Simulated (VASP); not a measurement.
Runs of VASP 6.6.1 on HfN. Symmetry: F-43m, No. 216, cubic system. The conventional cell has a = 4.910 Å, b = 4.910 Å, c = 4.910 Å, α = 90.00°, β = 90.00°, γ = 90.00°. Hf (site symmetry -43m) has 4 N at 2.13 Å within 2.8 Å. Within 2.8 Å of N (site symmetry -43m) lie 4 Hf at 2.13 Å. 

| k mesh | gap on the mesh (eV) | pressure (GPa) |
| --- | --- | --- |
| 5 × 5 × 5 | none | -5.7 |
| 6 × 6 × 6 | none | -6.1 |
| 4 × 4 × 4 | none | (b) |
| 7 × 7 × 7 | none | -6.0 |
| 3 × 3 × 3 | none | (a) |

Alike in all rows: task single point; level PBEsol; potentials or basis VASP PAW PBE potentials, release 64 (Hf_pv, N); no spin polarisation; cell as given; cutoff (eV) 600; smearing methfessel-paxton 0.1 eV.

Q: Fill in the values left out.

A: (a) -7.0; (b) -5.1.

Caveats: some runs use coarse meshes; the PAW data sets were made with another functional, which shifts forces and pressure a little; spin-orbit coupling is left out, which moves the levels of the heavy elements.

A k mesh can miss the band edges, and the runs leave out spin-orbit coupling on Hf.

A gap of «none» marks levels without a gap at the run's occupations.
